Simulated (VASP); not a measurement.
Crystal: MnHg.

```
CELL_PARAMETERS angstrom
3.31500 0.00000 0.00000
0.00000 3.31500 0.00000
0.00000 0.00000 3.31500
ATOMIC_POSITIONS crystal
Mn 0.50000 0.50000 0.50000
Hg 0.00000 0.00000 0.00000
```

Base run:

```yaml
Program: VASP 6.6.1
Functional: revPBE
Potentials_or_basis: VASP PAW PBE potentials, release 64 (Mn_pv, Hg)
Cutoff: 520 eV
k_mesh: 6 × 6 × 6
Occupations: fermi-dirac, width 0.15 eV
Spin: collinear spin, ferromagnetic start
Starting_moments: "[4.0, 0.0] μB"
```

Its results: pressure 3.3 GPa; net moment 3.89 μB per cell; site moments Mn +3.81; Hg -0.06 μB.

Task: The run is repeated on the same cell with these changes: functional from revPBE to PBE. What comes out?

Result: Pressure 0.5 GPa; net moment 3.85 μB per cell; site moments Mn +3.78; Hg -0.06 μB.

PBE binds more tightly than revPBE, so the same cell stands under less pressure.

Caveats: the PAW data sets were made with another functional, which shifts forces and pressure a little (some runs).
